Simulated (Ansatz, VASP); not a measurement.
## One calculation of AlN, two programs

```
CELL_PARAMETERS angstrom
3.12989 0.00000 0.00000
-1.56494 2.71056 0.00000
0.00000 0.00000 4.91662
ATOMIC_POSITIONS crystal
Al 0.33333 0.66667 0.00173
Al 0.66667 0.33333 0.50173
N 0.33333 0.66667 0.38327
N 0.66667 0.33333 0.88327
```

Change from the starting cell: engineering shear strain xz +0.0000, normal strain along z -0.0200.

Alike in both runs: task relaxation of the atoms; functional PBE; k mesh 9 × 9 × 6; occupations gaussian, width 0.05 eV; no spin polarisation.

|  | VASP | Ansatz |
| --- | --- | --- |
| version | VASP 6.6.1 | Ansatz 0.2.0 |
| potentials or method | VASP PAW PBE potentials, release 64 (Al, N), cutoff 520 eV | scalar-relativistic, plane waves, PAW |
| valence electrons in the cell | 16 | 16 |

```tsv
	VASP	Ansatz	Ansatz less VASP
gap on the k mesh at the Fermi level, each at its own relaxed structure (eV)	4.11	4.10	-0.007
```

Ansatz's warnings: stress scf threshold loose.
